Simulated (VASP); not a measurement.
A run of VASP 6.6.1 is set up as follows.

INCAR

```
SYSTEM = Ti
ALGO = Normal
EDIFF = 1E-6
ENCUT = 520
GGA = RE
ISIF = 2
ISMEAR = -1
LASPH = .True.
LCHARG = .False.
LREAL = .False.
LWAVE = .False.
NBANDS = 12
NELM = 60
PREC = Accurate
SIGMA = 0.1
```

Contents of KPOINTS:

```
k-points
0
Gamma
  13 13 13
  0 0 0
```

The input POSCAR:

```
Ti
1.0
    2.6324691994      0.0000000000      0.0000000000
    0.0000000000      2.6324691994      0.0000000000
    0.0000000000      0.0000000000      2.6324691994
Ti
1
Direct
    0.0000000000      0.0000000000      0.0000000000
```

Potentials or basis: VASP PAW PBE potentials, release 64 (Ti_sv).

Launch:

```sh
$ cat potpaw_PBE.64/Ti_sv/POTCAR > POTCAR
$ mpirun -np 1 vasp_std > vasp.out
```

Estimate the pressure.

3.0 GPa.

Predict the band gap on the k mesh.

zero (band 6 reaches 8.39 eV, above the bottom of band 7 at 6.41 eV).

Caveat: the PAW data sets were made with another functional, which shifts forces and pressure a little.
